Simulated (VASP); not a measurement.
YMnC4N4, 10 atoms in the cell. It takes space group P-43m (No. 215, cubic). The conventional cell has a = 6.141 Å, b = 6.141 Å, c = 6.141 Å, α = 90.00°, β = 90.00°, γ = 90.00°. Within 2.9 Å of Y (site symmetry -43m) lie 4 N at 2.21 Å. Mn (site symmetry -43m) has 4 C at 1.94 Å within 2.6 Å. C (site symmetry 3m) has 1 N at 1.17 Å within 1.6 Å. Within 1.6 Å of N (site symmetry 3m) lie 1 C at 1.17 Å. 

* Program: VASP 6.6.1
* Task: single point
* Functional: PBE
* Potentials or basis: VASP PAW PBE potentials, release 64 (Y_sv, Mn_pv, C, N)
* Cutoff: 520 eV
* k mesh: 4 × 4 × 4
* Occupations: gaussian, width 0.1 eV
* Spin: collinear spin, ferromagnetic start
* Starting moments: [0.0, 4.0, 0.0, 0.0, 0.0, 0.0, 0.0, 0.0, 0.0, 0.0] μB
* Dipole correction: no
* Further INCAR settings: ALGO = Normal; EDIFF = 1e-06; NBANDS = 45

Potentials or basis: VASP PAW PBE potentials, release 64 (Y_sv, Mn_pv, C, N).

Launch:

```bash
$ cat potpaw_PBE.64/Y_sv/POTCAR potpaw_PBE.64/Mn_pv/POTCAR potpaw_PBE.64/C/POTCAR potpaw_PBE.64/N/POTCAR > POTCAR
$ mpirun -np 1 vasp_std > vasp.out
```

Hardware: 1 thread of Intel(R) Xeon(R) Platinum 8259CL CPU @ 2.50GHz (Skylake/Cascade Lake), with other jobs on the host.

Problem. How long does it take, and how much memory?

Solution. Wall time 4.9 min on 1 thread of Intel(R) Xeon(R) Platinum 8259CL CPU @ 2.50GHz (Skylake/Cascade Lake), on a shared host, peak memory 0.51 GiB. Counts: scf iterations 19, k points 10.
